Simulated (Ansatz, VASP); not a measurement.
**Si2Ni in VASP and in Ansatz**

```xyz
6
Lattice="4.6614 0.0000 0.0000 -2.3307 4.0369 0.0000 0.0000 0.0000 6.5563" Properties=species:S:1:pos:R:3 pbc="T T T"
Si    2.3307    0.0000    0.0000
Si   -1.1653    2.0184    0.0000
Si    1.1653    2.0184    0.0000
Si    0.0000    0.0000    3.2781
Ni    0.0000    0.0000    5.3926
Ni    0.0000    0.0000    1.1636
```

Alike in both runs: task relaxation of cell and atoms; functional PBE; k mesh 12 × 12 × 6; occupations gaussian, width 0.1 eV; no spin polarisation.

|  | VASP | Ansatz |
| --- | --- | --- |
| version | VASP 6.6.1 | Ansatz 0.2.0 |
| potentials or method | VASP PAW PBE potentials, release 64 (Si, Ni), cutoff 600 eV | scalar-relativistic, plane waves, PAW |
| valence electrons in the cell | 36 | 52 |

|  | VASP | Ansatz | Ansatz less VASP |
| --- | --- | --- | --- |
| gap on the k mesh at the Fermi level, each at its own relaxed structure (eV) | none | none | - |
| relaxed volume (Å³/atom) | 20.62 | 20.60 | -0.025 |
| relaxed cell length with the largest relative difference (Å) | 4.669 | 4.667 | -0.0021 |

A gap of «none» marks a metal or a gap that the smearing closes. VASP's potentials hold 36 valence electrons a cell and Ansatz's 52, so a difference there can come from the potentials and not from the codes.
